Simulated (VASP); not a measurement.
# ScAl3 (Pm-3m) in VASP: further runs

ScAl3 is run at these levels: PBE; tasks: single point, relaxation of cell and atoms.

Program: VASP 6.6.1. These are calculated values, not measurements. Logs are shortened: lines on timing, memory, paths and dates and some standing lists are left out, and cuts for length are marked.

## Step 1: The cell of the first run

The structure is cubic, space group Pm-3m (No. 221). The conventional cell has a = 4.105 Å, b = 4.105 Å, c = 4.105 Å, α = 90.00°, β = 90.00°, γ = 90.00°. Sc (site symmetry m-3m) has 12 Al at 2.90 Å within 3.8 Å. Al (site symmetry 4/mmm) has 4 Sc at 2.90 Å and 8 Al at 2.90 Å within 3.8 Å.

## Step 2: Single point, PBE

Contents of INCAR:

```
SYSTEM = ScAl3
PREC = Accurate
ENCUT = 520
EDIFF = 1E-7
ISMEAR = 0
SIGMA = 0.1
LREAL = .FALSE.
LASPH = .TRUE.
NELM = 100
ALGO = Normal
ISIF = 2
LWAVE = .FALSE.
LCHARG = .FALSE.
GGA = PE
NBANDS = 18
```

Contents of KPOINTS:

```
regular mesh
0
G
  10 10 10
  0 0 0
```

Contents of POSCAR:

```
ScAl3
1.0
    4.1053305956      0.0000000000      0.0000000000
    0.0000000000      4.1053305956      0.0000000000
    0.0000000000      0.0000000000      4.1053305956
Sc Al
1 3
Direct
    0.0000000000      0.0000000000      0.0000000000
    0.5000000000      0.0000000000      0.5000000000
    0.0000000000      0.5000000000      0.5000000000
    0.5000000000      0.5000000000      0.0000000000
```

Potentials or basis: VASP PAW PBE potentials, release 64 (Sc_sv, Al).

Launch:

```
$ cat potpaw_PBE.64/Sc_sv/POTCAR potpaw_PBE.64/Al/POTCAR > POTCAR
$ mpirun -np 1 vasp_std > vasp.out
```

OUTCAR:

```text
SYSTEM = ScAl3
   PREC = Accurate
   ENCUT = 520
   EDIFF = 1E-7
   ISMEAR = 0
   LREAL = .FALSE.
   LASPH = .TRUE.
   NELM = 100
   ISIF = 2
   GGA = PE

 ion  position               nearest neighbor table
   1  0.000  0.000  0.000-   2 2.90   3 2.90   4 2.90   2 2.90   3 2.90   3 2.90   4 2.90   3 2.90
                             2 2.90   4 2.90   2 2.90   4 2.90
   2  0.500  0.000  0.500-   1 2.90   3 2.90   4 2.90   1 2.90   4 2.90   3 2.90   4 2.90   4 2.90
                             1 2.90   3 2.90   1 2.90   3 2.90
   3  0.000  0.500  0.500-   1 2.90   2 2.90   4 2.90   1 2.90   4 2.90   1 2.90   2 2.90   1 2.90
                             2 2.90   4 2.90   4 2.90   2 2.90
   4  0.500  0.500  0.000-   1 2.90   2 2.90   3 2.90   2 2.90   3 2.90   1 2.90   2 2.90   2 2.90
                             1 2.90   3 2.90   3 2.90   1 2.90

  LATTYP: Found a simple cubic cell.
 ALAT       =     4.1053305956

  Lattice vectors:

 A1 = (   4.1053305956,   0.0000000000,   0.0000000000)
 A2 = (   0.0000000000,   4.1053305956,   0.0000000000)
 A3 = (   0.0000000000,   0.0000000000,   4.1053305956)

Analysis of symmetry for initial positions (statically):
=====================================================================
 Subroutine PRICEL returns:
 Original cell was already a primitive cell.

 Routine SETGRP: Setting up the symmetry group for a
 simple cubic supercell.

 Subroutine GETGRP returns: Found 48 space group operations
 (whereof 48 operations were pure point group operations)
 out of a pool of 48 trial point group operations.

The static configuration has the point symmetry O_h .

Analysis of symmetry for dynamics (positions and initial velocities):
=====================================================================
 Subroutine PRICEL returns:
 Original cell was already a primitive cell.

 Routine SETGRP: Setting up the symmetry group for a
 simple cubic supercell.

 Subroutine GETGRP returns: Found 48 space group operations
 (whereof 48 operations were pure point group operations)
 out of a pool of 48 trial point group operations.

The dynamic configuration has the point symmetry O_h .

 Subroutine INISYM returns: Found 48 space group operations
 (whereof 48 operations are pure point group operations),
 and found     1 'primitive' translations

----------------------------------------------------------------------------------------

                                     Primitive cell

  volume of cell :      69.1902

  direct lattice vectors                    reciprocal lattice vectors
[... 95 lines left out ...]
   IBRION =     -1    ionic relax: 0-MD 1-quasi-New 2-CG
   NFREE  =      0    steps in history (QN), initial steepest desc. (CG)
   ISIF   =      2    stress and relaxation
   ISYM   =      2    0-nonsym 1-usesym 2-fastsym
   POTIM  = 0.5000    time-step for ionic-motion
   TEBEG  =    0.0;   TEEND  =   0.0 temperature during run
   PSTRESS=    0.0 pullay stress
   NELECT =      20.0000    total number of electrons
   NUPDOWN=      -1.0000    fix difference up-down
   EMIN   =  10.00;   EMAX   =-10.00  energy-range for DOS
   EFERMI =   0.00;   METHOD = LEGACY
   ISMEAR =     0;   SIGMA  =   0.10  broadening in eV -4-tet -1-fermi 0-gaus
   EFERMI_NEDOS =   21; number of points for ismear=-14 and -15
   IALGO  =     38    algorithm
   IMIX   =      4    mixing-type and parameters
     AMIX     =   0.40;   BMIX     =  1.00
     AMIX_MAG =   1.60;   BMIX_MAG =  1.00
  volume/ion in A,a.u.               =      17.30       116.73
  Fermi-wavevector in a.u.,A,eV,Ry     =   1.082439  2.045513 15.941590  1.171674
  Thomas-Fermi vector in A             =   2.218480
   LORBIT       =      0    0 simple, 1 ext, 2 COOP (PROOUT), +10 PAW based schemes
   GGA     = PE    functional components
   LHFCALC =     F    Hartree Fock is set to
   AEXX    =    0.0000 exact exchange contribution
   IVDW    =     0    specifies the selected vdW correction
   LEPSILON=     F    determine dielectric tensor
   LRPA    =     F    only Hartree local field effects (RPA)
 non-spin polarized calculation
 Gauss-broadening in eV      SIGMA  =   0.10
  energy-cutoff  :      520.00
  volume of cell :       69.19
 maximum number of plane-waves:      1888
 NGX is ok and might be reduce to    32
   NGX = 15   NGY = 15   NGZ = 15

 number of electron      19.9999997 magnetization

 Free energy of the ion-electron system (eV)
  ---------------------------------------------------
  ext. energy  EPLUGINS =         0.00000000
  ---------------------------------------------------
  free energy    TOTEN  =       -19.30064835 eV

  energy without entropy =      -19.29438384  energy(sigma->0) =      -19.29751609

 E-fermi :   7.1743     XC(G=0): -10.3671

 val. band max:        7.1184267528   @ k =   0.5000   0.1000   0.1000
 cond. band min:       7.1917900689   @ k =   0.3000   0.0000   0.0000
 fundamental gap:      0.0733633162
 Fermi energy:         7.1743107601

 k-point     1 :       0.0000    0.0000    0.0000
  band No.  band energies     occupation
      1     -41.8565      2.00000
      2     -20.5550      2.00000
      3     -20.5550      2.00000
      4     -20.5550      2.00000
      5      -2.8062      2.00000
      6       4.5529      2.00000
[... 481 lines left out ...]
      5      -1.8305      2.00000
      6       1.6480      2.00000
[... 10 lines left out ...]
     17      11.9153      0.00000
     18      12.6808      0.00000

 [... further k-points ...]

------------------------ aborting loop because EDIFF is reached ----------------------------------------

  FORCE on cell =-STRESS in cart. coord.  units (eV):
  Direction    XX          YY          ZZ          XY          YZ          ZX
  --------------------------------------------------------------------------------------
  -------------------------------------------------------------------------------------
  Total        0.0039934      0.0039934      0.0039934     -0.0000000     -0.0000000      0.0000000
  in kB        0.0924729      0.0924729      0.0924729     -0.0000000     -0.0000000      0.0000000
  external PRESSURE =       0.0924729 kB  Pullay stress =       0.0000000 kB

 VOLUME and BASIS-vectors are now :
 -----------------------------------------------------------------------------
  energy-cutoff  :      520.00
  volume of cell :       69.19
      direct lattice vectors                 reciprocal lattice vectors
     4.105330596  0.000000000  0.000000000     0.243585742  0.000000000  0.000000000
     0.000000000  4.105330596  0.000000000     0.000000000  0.243585742  0.000000000
     0.000000000  0.000000000  4.105330596     0.000000000  0.000000000  0.243585742

 POSITION                                       TOTAL-FORCE (eV/Angst)
 -----------------------------------------------------------------------------------
      0.00000      0.00000      0.00000         0.000000      0.000000      0.000000
      2.05267      0.00000      2.05267         0.000000      0.000000      0.000000
      0.00000      2.05267      2.05267         0.000000      0.000000      0.000000
      2.05267      2.05267      0.00000         0.000000      0.000000      0.000000
 -----------------------------------------------------------------------------------
    total drift:                               -0.000000      0.000000      0.000000

  FREE ENERGIE OF THE ION-ELECTRON SYSTEM (eV)
  ---------------------------------------------------
  free  energy   TOTEN  =       -19.3006483524 eV

  energy  without entropy=      -19.2943838369  energy(sigma->0) =      -19.29751609
```

OSZICAR:

```text
N       E                     dE             d eps       ncg     rms          rms(c)
DAV:   1     0.109236248532E+03    0.10924E+03   -0.82230E+03  2016   0.998E+02
DAV:   2    -0.153774484236E+02   -0.12461E+03   -0.12154E+03  2034   0.291E+02
DAV:   3    -0.201958731980E+02   -0.48184E+01   -0.47042E+01  3106   0.551E+01
DAV:   4    -0.203112623134E+02   -0.11539E+00   -0.11487E+00  3030   0.855E+00
DAV:   5    -0.203138677740E+02   -0.26055E-02   -0.26052E-02  3048   0.114E+00    0.870E+00
DAV:   6    -0.193692608112E+02    0.94461E+00   -0.36146E+00  3020   0.199E+01    0.299E+00
DAV:   7    -0.193252469896E+02    0.44014E-01   -0.12106E-01  3032   0.266E+00    0.184E+00
DAV:   8    -0.193014127259E+02    0.23834E-01   -0.46626E-02  3234   0.183E+00    0.319E-01
DAV:   9    -0.193011203371E+02    0.29239E-03   -0.10886E-02  3142   0.116E+00    0.197E-01
DAV:  10    -0.193006554875E+02    0.46485E-03   -0.17951E-03  3284   0.427E-01    0.457E-02
DAV:  11    -0.193006737235E+02   -0.18236E-04   -0.10670E-04  3250   0.836E-02    0.390E-02
DAV:  12    -0.193006478753E+02    0.25848E-04   -0.11504E-04  2900   0.118E-01    0.386E-03
DAV:  13    -0.193006483681E+02   -0.49279E-06   -0.26754E-06  2892   0.128E-02    0.406E-03
DAV:  14    -0.193006483524E+02    0.15678E-07   -0.21368E-07  2302   0.421E-03
   1 F= -.19300648E+02 E0= -.19297516E+02  d E =-.626452E-02
```

Run time: 22 s. Hardware: 1 thread of Intel Xeon 6975P-C (Granite Rapids), shared host; peak memory 0.21 GiB.

Results:

```yaml
Free_energy: -19.3006 eV
Pressure: 0.0 GPa
Band_gap_on_the_k_mesh: zero (band 10 reaches 7.95 eV, above the bottom of band 11 at 4.21 eV)
```

Levels at points of the mesh, in eV from the Fermi level:
```
           k point  band 6  band 7  band 8  band 9  band 10  band 11  band 12  band 13  band 14  band 15
(0.00, 0.00, 0.00)   -2.62   -2.62   -1.83   -1.83    -1.83     1.25     1.28     1.28     1.28     4.66
(0.50, 0.00, 0.00)   -7.30   -1.71   -1.71   -1.46     0.78     0.97     0.97     1.34     1.61     2.13
(0.50, 0.50, 0.00)   -5.63   -5.63   -4.34   -0.54    -0.54     1.18     1.35     2.05     2.46     3.38
(0.50, 0.50, 0.50)   -4.79   -4.79   -4.45   -2.96    -2.96    -2.96     0.92     2.57     2.57     3.96
```

## Step 3: Relaxation of cell and atoms, PBE

This run uses another cell than the first one, of 17.08 Å³/atom, 0.987 times its volume.

Contents of INCAR:

```
  PREC = Accurate
  ENCUT = 600
  EDIFF = 1E-7
  ISMEAR = 0
  SIGMA = 0.1
  LREAL = False
  LASPH = True
  NELM = 100
  ALGO = Normal
  ISIF = 3
  LWAVE = False
  LCHARG = False
  GGA = PE
  IBRION = 2
  NSW = 100
  EDIFFG = -0.005
```

Contents of KPOINTS:

```
Automatic mesh
0
Gamma
  10 10 10
```

Contents of POSCAR:

```
ScAl3
1.0
    4.0878065700      0.0000000000      0.0000000000
    0.0000000000      4.0878065700      0.0000000000
    0.0000000000      0.0000000000      4.0878065700
Sc Al
1 3
Direct
    0.0000000000      0.0000000000      0.0000000000
    0.5000000000      0.0000000000      0.5000000000
    0.0000000000      0.5000000000      0.5000000000
    0.5000000000      0.5000000000      0.0000000000
```

Potentials or basis: VASP PAW PBE potentials, release 64 (Sc_sv, Al).

Launch:

```
$ cat potpaw_PBE.64/Sc_sv/POTCAR potpaw_PBE.64/Al/POTCAR > POTCAR
$ mpirun -np 1 vasp_std > vasp.out
```

OUTCAR:

```text
PREC = Accurate
   ENCUT = 600
   EDIFF = 1E-7
   ISMEAR = 0
   LREAL = False
   LASPH = True
   NELM = 100
   ISIF = 3
   GGA = PE
   IBRION = 2
   NSW = 100
   EDIFFG = -0.005

 ion  position               nearest neighbor table
   1  0.000  0.000  0.000-   2 2.89   3 2.89   4 2.89   2 2.89   3 2.89   3 2.89   4 2.89   3 2.89
                             2 2.89   4 2.89   2 2.89   4 2.89
   2  0.500  0.000  0.500-   1 2.89   3 2.89   4 2.89   1 2.89   4 2.89   3 2.89   4 2.89   4 2.89
                             1 2.89   3 2.89   1 2.89   3 2.89
   3  0.000  0.500  0.500-   1 2.89   2 2.89   4 2.89   1 2.89   4 2.89   1 2.89   2 2.89   1 2.89
                             2 2.89   4 2.89   4 2.89   2 2.89
   4  0.500  0.500  0.000-   1 2.89   2 2.89   3 2.89   2 2.89   3 2.89   1 2.89   2 2.89   2 2.89
                             1 2.89   3 2.89   3 2.89   1 2.89

  LATTYP: Found a simple cubic cell.
 ALAT       =     4.0878065700

  Lattice vectors:

 A1 = (   4.0878065700,   0.0000000000,   0.0000000000)
 A2 = (   0.0000000000,   4.0878065700,   0.0000000000)
 A3 = (   0.0000000000,   0.0000000000,   4.0878065700)

Analysis of symmetry for initial positions (statically):
=====================================================================
 Subroutine PRICEL returns:
 Original cell was already a primitive cell.

 Routine SETGRP: Setting up the symmetry group for a
 simple cubic supercell.

[... 251 lines left out ...]
  ---------------------------------------------------
  ext. energy  EPLUGINS =         0.00000000
  ---------------------------------------------------
  free energy    TOTEN  =       -19.30130378 eV

  energy without entropy =      -19.29503007  energy(sigma->0) =      -19.29816693

 E-fermi :   7.1709     XC(G=0): -10.3658

 val. band max:        7.1148485214   @ k =   0.5000   0.1000   0.1000
 cond. band min:       7.1885187477   @ k =   0.3000   0.0000   0.0000
 fundamental gap:      0.0736702263
 Fermi energy:         7.1708866615

 k-point     1 :       0.0000    0.0000    0.0000
  band No.  band energies     occupation
      1     -41.8613      2.00000
      2     -20.5601      2.00000
      3     -20.5601      2.00000
      4     -20.5601      2.00000
      5      -2.8076      2.00000
      6       4.5500      2.00000
      7       4.5500      2.00000
      8       5.3462      2.00000
      9       5.3462      2.00000
     10       5.3462      2.00000
     11       8.4204      0.00000
     12       8.4555      0.00000
     13       8.4555      0.00000
     14       8.4555      0.00000
[... 377 lines left out ...]
      1     -41.8602      2.00000
      2     -20.5793      2.00000
      3     -20.5612      2.00000
      4     -20.5609      2.00000
      5      -1.8322      2.00000
      6       1.6456      2.00000
      7       4.2242      2.00000
      8       4.8272      2.00000
      9       6.0010      2.00000
     10       7.3856      0.00240
     11       7.7980      0.00000
     12       8.1396      0.00000
     13       9.0923      0.00000
     14       9.7213      0.00000

 [... further k-points ...]

------------------------ aborting loop because EDIFF is reached ----------------------------------------

  FORCE on cell =-STRESS in cart. coord.  units (eV):
  Direction    XX          YY          ZZ          XY          YZ          ZX
  --------------------------------------------------------------------------------------
  -------------------------------------------------------------------------------------
  Total        0.0016553      0.0016553      0.0016553      0.0000000     -0.0000000      0.0000000
  in kB        0.0383175      0.0383175      0.0383175      0.0000000     -0.0000000      0.0000000
  external PRESSURE =       0.0383175 kB  Pullay stress =       0.0000000 kB
[... 19 lines left out ...]
  FREE ENERGIE OF THE ION-ELECTRON SYSTEM (eV)
  ---------------------------------------------------
  free  energy   TOTEN  =       -19.3013037783 eV

  energy  without entropy=      -19.2950300746  energy(sigma->0) =      -19.29816693

 reached required accuracy - stopping structural energy minimisation
```

OSZICAR:

```text
N       E                     dE             d eps       ncg     rms          rms(c)
DAV:   1     0.126962276462E+03    0.12696E+03   -0.91013E+03  1568   0.145E+03
DAV:   2    -0.111199930275E+02   -0.13808E+03   -0.13610E+03  1580   0.375E+02
DAV:   3    -0.201339053634E+02   -0.90139E+01   -0.84994E+01  2468   0.794E+01
[... 25 lines left out ...]
DAV:   3    -0.193013646967E+02    0.20266E-03   -0.69695E-04  2348   0.217E-01    0.529E-02
DAV:   4    -0.193013014888E+02    0.63208E-04   -0.18542E-04  2034   0.140E-01    0.195E-02
DAV:   5    -0.193013038142E+02   -0.23254E-05   -0.13451E-05  2368   0.389E-02    0.507E-03
DAV:   6    -0.193013037468E+02    0.67384E-07   -0.24916E-06  2530   0.138E-02    0.247E-03
DAV:   7    -0.193013038495E+02   -0.10277E-06   -0.74314E-08  1024   0.308E-03    0.674E-04
DAV:   8    -0.193013037783E+02    0.71267E-07   -0.49450E-08   916   0.327E-03
   3 F= -.19301304E+02 E0= -.19298167E+02  d E =-.329513E-02
```

CONTCAR:

```text
ScAl3
   1.00000000000000
     4.1058161844828209    0.0000000000000000   -0.0000000000000000
     0.0000000000000000    4.1058161844828209   -0.0000000000000000
    -0.0000000000000000    0.0000000000000000    4.1058161844828209
  Sc              Al
     1     3
Direct
     0.0000000000000000    0.0000000000000000    0.0000000000000000
     0.5000000000000000    0.0000000000000000    0.5000000000000000
     0.0000000000000000    0.5000000000000000    0.5000000000000000
     0.5000000000000000    0.5000000000000000    0.0000000000000000

  0.00000000E+00  0.00000000E+00  0.00000000E+00
  0.00000000E+00  0.00000000E+00  0.00000000E+00
  0.00000000E+00  0.00000000E+00  0.00000000E+00
  0.00000000E+00  0.00000000E+00  0.00000000E+00
```

Run time: 1.7 min. Hardware: 1 thread of Intel Xeon 6975P-C (Granite Rapids), shared host; peak memory 0.25 GiB.

Results:

- Free energy: -19.3013 eV
- Relaxed volume: 17.30 Å³/atom
- Relaxed cell: a = 4.106 Å, b = 4.106 Å, c = 4.106 Å, α = 90.00°, β = 90.00°, γ = 90.00°
- Space group after relaxing (to 0.05 Å): Pm-3m (No. 221)
- Energy gained by relaxing: 0.8 meV/atom
- Ionic steps: 3
- Pressure after relaxing: 0.0 GPa
- Band gap on the k mesh: zero (band 10 reaches 7.95 eV, above the bottom of band 11 at 4.21 eV)

The path:
| step | energy change (eV) | largest force (eV/Å) | pressure (GPa) | volume (Å³) |
| --- | --- | --- | --- | --- |
| 1 | 0.0000 | 0.0000 | 1.18 | 68.31 |
| 2 | -0.0028 | 0.0000 | -0.42 | 69.56 |
| 3 | -0.0033 | 0.0000 | 0.00 | 69.21 |

Final structure:
```
CELL_PARAMETERS angstrom
4.10582 0.00000 0.00000
0.00000 4.10582 0.00000
0.00000 0.00000 4.10582
ATOMIC_POSITIONS crystal
Sc 0.00000 0.00000 0.00000
Al 0.50000 0.00000 0.50000
Al 0.00000 0.50000 0.50000
Al 0.50000 0.50000 0.00000
```
